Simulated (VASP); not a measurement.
# AlN: relaxation of the atoms with LDA

AlN:

```xyz
4
Lattice="3.1504 0.0000 0.0000 -1.5752 2.7283 0.0000 0.0000 0.0000 5.3391" Properties=species:S:1:pos:R:3 pbc="T T T"
Al    0.0000    1.8189    0.0081
Al    1.5752    0.9094    2.6777
N     0.0000    1.8189    2.0474
N     1.5752    0.9094    4.7170
```

```
Program                : VASP 6.6.1
Task                   : relaxation of the atoms
Functional             : LDA
Potentials or basis    : VASP PAW LDA potentials, release 64 (Al, N)
Cutoff                 : 520 eV
k mesh                 : 9 × 9 × 6
Occupations            : gaussian, width 0.05 eV
Spin                   : no spin polarisation
Dipole correction      : no
Further INCAR settings : ALGO = Normal; EDIFF = 1e-06; IBRION = 2; EDIFFG = -0.01; NSW = 50
```

The energy gained by relaxing is 2.2 meV/atom, the ionic steps are 3 and the pressure after relaxing is -18.7 GPa. The largest force after relaxing is 0.004 eV/Å. The band gap on the k mesh is 3.39 eV.

Forces in eV/Å, atoms in the order of the input:
```
Al   0.000  0.000  0.004
Al   0.000  0.000  0.004
N    0.000  0.000 -0.004
N    0.000  0.000 -0.004
```

Stress tensor (GPa, compression positive):
```
-13.85   0.00   0.00
  0.00 -13.85   0.00
  0.00   0.00 -28.30
```

Step by step:
```csv
step,energy change (eV),largest force (eV/Å),pressure (GPa)
1,0.0000,0.2595,-18.23
2,-0.0084,0.0688,-18.58
3,-0.0090,0.0041,-18.67
```

Final structure:
```
CELL_PARAMETERS angstrom
3.15040 0.00000 0.00000
-1.57520 2.72833 0.00000
0.00000 0.00000 5.33910
ATOMIC_POSITIONS crystal
Al 0.33333 0.66667 0.00462
Al 0.66667 0.33333 0.50462
N 0.33333 0.66667 0.38038
N 0.66667 0.33333 0.88038
```

Levels at points of the mesh, in eV from the valence-band top:
```tsv
k point	band 4	band 5	band 6	band 7	band 8	band 9	band 10	band 11	band 12
(0.00, 0.00, 0.00)	-0.49	-0.49	-0.19	0.00	0.00	3.39	6.35	9.46	10.87
(0.00, 0.00, 0.50)	-3.38	-0.25	-0.25	-0.25	-0.25	5.85	5.85	9.25	9.25
```

Run time: 39 s on 1 thread of AMD EPYC 9R14 (Zen 4) (shared host), peak memory 0.12 GiB.

A hybrid or GW would open this gap; LDA tends to underestimate it.
